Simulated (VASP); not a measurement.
# MgO (Periclase): single point with PBE

Crystal: MgO (Periclase).

```
Mg O
1.0
     0.00000    2.10217    2.10217
     2.10217    0.00000    2.10217
     2.10217    2.10217    0.00000
Mg O
1 1
Cartesian
  0.0000 0.0000 0.0000
  2.1022 2.1022 2.1022
```

```json
{"Program": "VASP 6.6.1", "Task": "single point", "Functional": "PBE", "Potentials or basis": "VASP PAW PBE potentials, release 64 (Mg, O)", "Cutoff": "520 eV", "k mesh": "8 × 8 × 8", "Occupations": "gaussian, width 0.01 eV", "Spin": "no spin polarisation"}
```

- Pressure: 4.9 GPa
- Band gap on the k mesh: 4.78 eV, direct

Levels at points of the mesh, in eV from the valence-band top:
```csv
k point,band 2,band 3,band 4,band 5,band 6,band 7
"(0.00, 0.00, 0.00)",0.00,0.00,0.00,4.78,15.83,15.83
"(0.50, 0.00, 0.00)",-4.64,-0.66,-0.66,7.93,12.67,16.37
"(0.50, 0.50, 0.00)",-4.11,-1.36,-1.36,9.13,10.03,13.16
```

Run time: 5.1 s on 1 thread of AMD EPYC 7R13 Processor (Zen 3), with other jobs on the host, peak memory 0.11 GiB.

As with any semilocal functional, this PBE gap is likely too small.
